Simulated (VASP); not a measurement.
# W (Im-3m) in VASP: further runs

Runs on W. Level: LDA. Tasks: single point.

Program: VASP 6.6.1. These are calculated values, not measurements. Logs are shortened: lines on timing, memory, paths and dates and some standing lists are left out, and cuts for length are marked.

**1. The cell of the first run**

Symmetry: Im-3m, No. 229, cubic system. Conventional cell: a = 3.135 Å, b = 3.135 Å, c = 3.135 Å, α = 90.00°, β = 90.00°, γ = 90.00°. Within 3.6 Å of W (site symmetry m-3m) lie 14 W at 2.72 to 3.14 Å.

**2. Single point, LDA**

INCAR reads:

```
SYSTEM = W
  PREC = Accurate
  ENCUT = 520
  EDIFF = 1E-6
  ISMEAR = -1
  SIGMA = 0.03
  LREAL = .False.
  LASPH = .True.
  NELM = 100
  ALGO = Normal
  ISIF = 2
  LWAVE = .False.
  LCHARG = .False.
  GGA = CA
  NBANDS = 13
```

KPOINTS reads:

```
Automatic mesh
0
Gamma
  14 14 14
  0 0 0
```

POSCAR reads:

```
W
1.0
   -1.5676867250      1.5676867250      1.5676867250
    1.5676867250     -1.5676867250      1.5676867250
    1.5676867250      1.5676867250     -1.5676867250
W
1
Direct
    0.0000000000      0.0000000000      0.0000000000
```

Potentials or basis: VASP PAW LDA potentials, release 64 (W_sv).

The run is started by

```console
$ cat potpaw_LDA.64/W_sv/POTCAR > POTCAR
$ mpirun -np 1 vasp_std > vasp.out
```

OUTCAR:

```text
SYSTEM = W
   PREC = Accurate
   ENCUT = 520
   EDIFF = 1E-6
   ISMEAR = -1
   LREAL = .False.
   LASPH = .True.
   NELM = 100
   ISIF = 2
   GGA = CA

 ion  position               nearest neighbor table
   1  0.000  0.000  0.000-

  LATTYP: Found a body centered cubic cell.
 ALAT       =     3.1353734500

  Lattice vectors:

 A1 = (  -1.5676867250,   1.5676867250,   1.5676867250)
 A2 = (   1.5676867250,  -1.5676867250,   1.5676867250)
 A3 = (   1.5676867250,   1.5676867250,  -1.5676867250)

Analysis of symmetry for initial positions (statically):
=====================================================================
 Subroutine PRICEL returns:
 Original cell was already a primitive cell.

 Routine SETGRP: Setting up the symmetry group for a
 body centered cubic supercell.

 Subroutine GETGRP returns: Found 48 space group operations
 (whereof 48 operations were pure point group operations)
 out of a pool of 48 trial point group operations.

The static configuration has the point symmetry O_h .

Analysis of symmetry for dynamics (positions and initial velocities):
=====================================================================
 Subroutine PRICEL returns:
 Original cell was already a primitive cell.

 Routine SETGRP: Setting up the symmetry group for a
 body centered cubic supercell.

 Subroutine GETGRP returns: Found 48 space group operations
 (whereof 48 operations were pure point group operations)
 out of a pool of 48 trial point group operations.

The dynamic configuration has the point symmetry O_h .

 Subroutine INISYM returns: Found 48 space group operations
 (whereof 48 operations are pure point group operations),
 and found     1 'primitive' translations

----------------------------------------------------------------------------------------

                                     Primitive cell

  volume of cell :      15.4112

  direct lattice vectors                    reciprocal lattice vectors
    -1.567686725  1.567686725  1.567686725     0.000000000  0.318941273  0.318941273
     1.567686725 -1.567686725  1.567686725     0.318941273  0.000000000  0.318941273
     1.567686725  1.567686725 -1.567686725     0.318941273  0.318941273  0.000000000

  length of vectors
     2.715313058  2.715313058  2.715313058     0.451051074  0.451051074  0.451051074

  position of ions in fractional coordinates (direct lattice)
     0.000000000  0.000000000  0.000000000

  ion indices of the primitive-cell ions
   primitive index   ion index
                 1           1

----------------------------------------------------------------------------------------

 KPOINTS: Automatic mesh

Automatic generation of k-mesh.
 Grid dimensions read from file:
 generate k-points for:   14   14   14

 Generating k-lattice:

  Cartesian coordinates                     Fractional coordinates (reciprocal lattice)
     0.000000000  0.022781520  0.022781520     0.071428571  0.000000000  0.000000000
     0.022781520  0.000000000  0.022781520     0.000000000  0.071428571  0.000000000
     0.022781520  0.022781520  0.000000000     0.000000000  0.000000000  0.071428571

  Length of vectors
     0.032217934  0.032217934  0.032217934

  Shift w.r.t. Gamma in fractional coordinates (k-lattice)
     0.000000000  0.000000000  0.000000000

 Subroutine IBZKPT returns following result:
 ===========================================

 Found    104 irreducible k-points:

 Following reciprocal coordinates:
            Coordinates               Weight
  0.000000  0.000000  0.000000      1.000000
  0.071429  0.000000  0.000000     12.000000
  0.142857  0.000000  0.000000     12.000000
  0.214286  0.000000  0.000000     12.000000
  0.285714  0.000000  0.000000     12.000000
  0.357143  0.000000  0.000000     12.000000
[... 16 lines left out ...]
  0.285714  0.285714  0.000000     24.000000
  0.357143  0.285714  0.000000     24.000000
 [... further k-points ...]
   k-points           NKPTS =    104   k-points in BZ     NKDIM =    104   number of bands    NBANDS=     13
   number of dos      NEDOS =    301   number of ions     NIONS =      1
   total plane-waves  NPLWV =   8000
   dimension x,y,z NGX =    20 NGY =   20 NGZ =   20
   dimension x,y,z NGXF=    40 NGYF=   40 NGZF=   40
   ions per type =               1
   NGX,Y,Z   is equivalent  to a cutoff of  12.25, 12.25, 12.25 a.u.
   NGXF,Y,Z  is equivalent  to a cutoff of  24.49, 24.49, 24.49 a.u.
 SYSTEM =  W
   PREC   = accura    normal or accurate (medium, high low for compatibility)
   ISTART =      0    job   : 0-new  1-cont  2-samecut
   ICHARG =      2    charge: 1-file 2-atom 10-const
   ISPIN  =      1    spin polarized calculation?
   LNONCOLLINEAR =      F non collinear calculations
   LSORBIT =      F    spin-orbit coupling
   LASPH  =      T    aspherical Exc in radial PAW
   ENCUT  =  520.0 eV  38.22 Ry    6.18 a.u.   5.05  5.05  5.05*2*pi/ulx,y,z
   NELM   =    100;   NELMIN=  2; NELMDL= -5     # of ELM steps
   EDIFF  = 0.1E-05   stopping-criterion for ELM
   LREAL  =      F    real-space projection
   EDIFFG = 0.1E-04   stopping-criterion for IOM
   NSW    =      0    number of steps for IOM
   IBRION =     -1    ionic relax: 0-MD 1-quasi-New 2-CG
   NFREE  =      0    steps in history (QN), initial steepest desc. (CG)
   ISIF   =      2    stress and relaxation
   ISYM   =      2    0-nonsym 1-usesym 2-fastsym
   POTIM  = 0.5000    time-step for ionic-motion
   TEBEG  =    0.0;   TEEND  =   0.0 temperature during run
   PSTRESS=    0.0 pullay stress
   NELECT =      14.0000    total number of electrons
   NUPDOWN=      -1.0000    fix difference up-down
   EMIN   =  10.00;   EMAX   =-10.00  energy-range for DOS
   EFERMI =   0.00;   METHOD = LEGACY
   ISMEAR =    -1;   SIGMA  =   0.03  broadening in eV -4-tet -1-fermi 0-gaus
   EFERMI_NEDOS =   21; number of points for ismear=-14 and -15
   IALGO  =     38    algorithm
   IMIX   =      4    mixing-type and parameters
     AMIX     =   0.40;   BMIX     =  1.00
     AMIX_MAG =   1.60;   BMIX_MAG =  1.00
  volume/ion in A,a.u.               =      15.41       104.00
  Fermi-wavevector in a.u.,A,eV,Ry     =   1.585519  2.996197 34.203303  2.513872
  Thomas-Fermi vector in A             =   2.684971
   LORBIT       =      0    0 simple, 1 ext, 2 COOP (PROOUT), +10 PAW based schemes
   GGA     = CA    functional components
   LHFCALC =     F    Hartree Fock is set to
   AEXX    =    0.0000 exact exchange contribution
   IVDW    =     0    specifies the selected vdW correction
   LEPSILON=     F    determine dielectric tensor
   LRPA    =     F    only Hartree local field effects (RPA)
 non-spin polarized calculation
  energy-cutoff  :      520.00
  volume of cell :       15.41
 maximum number of plane-waves:       432
   NGX =  9   NGY =  9   NGZ =  9

 number of electron      14.0000004 magnetization

 Free energy of the ion-electron system (eV)
  ---------------------------------------------------
  ext. energy  EPLUGINS =         0.00000000
  ---------------------------------------------------
  free energy    TOTEN  =       -14.09549156 eV

  energy without entropy =      -14.09212429  energy(sigma->0) =      -14.09380793

 E-fermi :  11.8824     XC(G=0): -13.9880

 val. band max:       11.8720859150   @ k =   0.4286   0.0714   0.0714
 cond. band min:      11.9080318381   @ k =  -0.4286   0.4286   0.2857
 fundamental gap:      0.0359459230
 Fermi energy:        11.8824045615

 k-point     1 :       0.0000    0.0000    0.0000
  band No.  band energies     occupation
      1     -61.9773      2.00000
      2     -25.7402      2.00000
      3     -25.7402      2.00000
      4     -25.7402      2.00000
      5       2.0362      2.00000
      6      10.4256      2.00000
      7      10.4256      2.00000
      8      10.4256      2.00000
      9      13.9895      0.00000
     10      13.9895      0.00000
     11      26.3712      0.00000
     12      26.3712      0.00000
     13      26.3712      0.00000

 k-point     2 :       0.0714    0.0000    0.0000
  band No.  band energies     occupation
      1     -61.9696      2.00000
      2     -25.8177      2.00000
      3     -25.7642      2.00000
      4     -25.7407      2.00000
      5       2.2925      2.00000
      6      10.2705      2.00000
      7      10.3896      2.00000
      8      10.6737      2.00000
      9      13.7468      0.00000
     10      13.9912      0.00000
     11      26.5894      0.00000
     12      26.8035      0.00000
     13      27.0033      0.00000

 k-point     3 :       0.1429    0.0000    0.0000
  band No.  band energies     occupation
      1     -61.9480      2.00000
      2     -26.0308      2.00000
      3     -25.8307      2.00000
      4     -25.7419      2.00000
      5       3.0091      2.00000
      6       9.8639      2.00000
      7      10.2166      2.00000
      8      11.4047      2.00000
      9      13.3442      0.00000
     10      14.0164      0.00000
     11      27.0595      0.00000
     12      28.0381      0.00000
     13      28.4449      0.00000

 k-point     4 :       0.2143    0.0000    0.0000
  band No.  band energies     occupation
      1     -61.9167      2.00000
      2     -26.3290      2.00000
      3     -25.9256      2.00000
      4     -25.7438      2.00000
      5       4.0065      2.00000
      6       9.3351      2.00000
      7       9.9118      2.00000
      8      12.5757      0.00000
      9      13.2588      0.00000
     10      14.1070      0.00000
     11      27.0950      0.00000
     12      29.1907      0.00000
     13      29.9311      0.00000

 k-point     5 :       0.2857    0.0000    0.0000
  band No.  band energies     occupation
      1     -61.8818      2.00000
      2     -26.6476      2.00000
      3     -26.0291      2.00000
      4     -25.7460      2.00000
      5       4.9117      2.00000
      6       8.8109      2.00000
      7       9.9006      2.00000
      8      13.5174      0.00000
      9      14.1049      0.00000
     10      14.2911      0.00000
     11      26.1174      0.00000
     12      27.8271      0.00000
     13      32.3241      0.00000
[... 257 lines left out ...]
 k-point    22 :       0.3571    0.2143    0.0000
  band No.  band energies     occupation
      1     -61.8085      2.00000
      2     -26.9780      2.00000
      3     -26.4333      2.00000
      4     -25.8959      2.00000
      5       6.6684      2.00000
      6       8.3626      2.00000
      7      10.1724      2.00000
      8      13.8066      0.00000
      9      15.1680      0.00000
     10      20.4904      0.00000
     11      21.5010      0.00000
     12      25.4478      0.00000
     13      28.3745      0.00000

 k-point    23 :       0.2857    0.2857    0.0000
  band No.  band energies     occupation
      1     -61.8068      2.00000
      2     -26.9001      2.00000
      3     -26.5202      2.00000
      4     -25.9136      2.00000
      5       7.0609      2.00000
      6       8.5009      2.00000
      7       9.5779      2.00000
      8      13.9998      0.00000
      9      14.8877      0.00000
     10      20.8792      0.00000
     11      21.4003      0.00000
     12      25.5359      0.00000
     13      28.7488      0.00000

 k-point    24 :       0.3571    0.2857    0.0000
  band No.  band energies     occupation
      1     -61.8019      2.00000
      2     -26.8459      2.00000
      3     -26.6270      2.00000
      4     -25.9212      2.00000
      5       7.1506      2.00000
      6       8.6800      2.00000
      7       9.4492      2.00000
      8      14.2651      0.00000
      9      14.8953      0.00000
     10      20.4001      0.00000
     11      22.3664      0.00000
     12      24.4536      0.00000
     13      29.2803      0.00000

 [... further k-points ...]

------------------------ aborting loop because EDIFF is reached ----------------------------------------

  FORCE on cell =-STRESS in cart. coord.  units (eV):
  Direction    XX          YY          ZZ          XY          YZ          ZX
  --------------------------------------------------------------------------------------
  -------------------------------------------------------------------------------------
  Total        0.1767955      0.1767955      0.1767955      0.0000000      0.0000000     -0.0000000
  in kB       18.3799365     18.3799365     18.3799365      0.0000000      0.0000000     -0.0000000
  external PRESSURE =      18.3799365 kB  Pullay stress =       0.0000000 kB

 VOLUME and BASIS-vectors are now :
 -----------------------------------------------------------------------------
  energy-cutoff  :      520.00
  volume of cell :       15.41
      direct lattice vectors                 reciprocal lattice vectors
    -1.567686725  1.567686725  1.567686725     0.000000000  0.318941273  0.318941273
     1.567686725 -1.567686725  1.567686725     0.318941273  0.000000000  0.318941273
     1.567686725  1.567686725 -1.567686725     0.318941273  0.318941273  0.000000000

 POSITION                                       TOTAL-FORCE (eV/Angst)
 -----------------------------------------------------------------------------------
      0.00000      0.00000      0.00000         0.000000     -0.000000      0.000000
 -----------------------------------------------------------------------------------
    total drift:                                0.000000     -0.000000      0.000000

  FREE ENERGIE OF THE ION-ELECTRON SYSTEM (eV)
  ---------------------------------------------------
  free  energy   TOTEN  =       -14.0954915610 eV

  energy  without entropy=      -14.0921242928  energy(sigma->0) =      -14.09380793
```

It took 5.6 s on 1 thread of Intel Xeon 6975P-C (Granite Rapids), shared host; peak memory 0.13 GiB.

What came out:

```yaml
Free_energy: -14.0955 eV
Pressure: 1.8 GPa
Band_gap_on_the_k_mesh: zero (band 7 reaches 17.09 eV, above the bottom of band 8 at 10.43 eV)
```

Levels at points of the mesh, in eV from the Fermi level:
| k point | band 3 | band 4 | band 5 | band 6 | band 7 | band 8 | band 9 | band 10 | band 11 | band 12 |
| --- | --- | --- | --- | --- | --- | --- | --- | --- | --- | --- |
| (0.00, 0.00, 0.00) | -37.62 | -37.62 | -9.85 | -1.46 | -1.46 | -1.46 | 2.11 | 2.11 | 14.49 | 14.49 |
| (0.50, 0.00, 0.00) | -38.09 | -37.63 | -6.59 | -3.87 | 0.79 | 2.03 | 3.02 | 6.24 | 11.41 | 11.49 |
| (0.50, 0.50, 0.50) | -38.62 | -38.62 | -6.23 | -6.23 | 5.21 | 5.21 | 5.21 | 8.44 | 8.44 | 8.44 |

Caveat: spin-orbit coupling is left out, which moves the levels of the heavy elements.

**3. Single point, LDA**

INCAR reads:

```
PREC     = Accurate       # precision mode
ENCUT    = 520            # plane-wave cutoff, eV
EDIFF    = 1E-6           # SCF threshold, eV
ISMEAR   = -1             # smearing method
SIGMA    = 0.2            # smearing width, eV
LREAL    = F              # projectors in reciprocal space
LASPH    = T              # aspherical terms in the spheres
NELM     = 80             # most SCF steps
ALGO     = Normal         # electronic algorithm
ISIF     = 2              # what is computed and relaxed
LWAVE    = F              # write WAVECAR
LCHARG   = F              # write CHGCAR
GGA      = CA             # functional
NBANDS   = 13             # bands
```

KPOINTS reads:

```
regular mesh
0
Gamma
  14 14 14
```

POSCAR is that of step 2.

Potentials or basis: VASP PAW LDA potentials, release 64 (W_sv).

The run is started by

```console
$ cat potpaw_LDA.64/W_sv/POTCAR > POTCAR
$ mpirun -np 1 vasp_std > vasp.out
```

It took 5.7 s on 1 thread of Intel Xeon 6975P-C (Granite Rapids), shared host; peak memory 0.13 GiB.

The run converged. Its results:

```yaml
Free_energy: -14.1341 eV
Pressure: 2.1 GPa
Band_gap_on_the_k_mesh: zero (band 7 reaches 17.09 eV, above the bottom of band 8 at 10.43 eV)
```

Levels at points of the mesh, in eV from the Fermi level:
| k point | band 5 | band 6 | band 7 | band 8 | band 9 | band 10 |
| --- | --- | --- | --- | --- | --- | --- |
| (0.00, 0.00, 0.00) | -9.72 | -1.33 | -1.33 | -1.33 | 2.23 | 2.23 |
| (0.50, 0.00, 0.00) | -6.47 | -3.75 | 0.92 | 2.16 | 3.15 | 6.37 |
| (0.50, 0.50, 0.50) | -6.10 | -6.10 | 5.33 | 5.33 | 5.33 | 8.56 |

Caveat: spin-orbit coupling is left out, which moves the levels of the heavy elements.

(Part 1 of 2 ends here.)
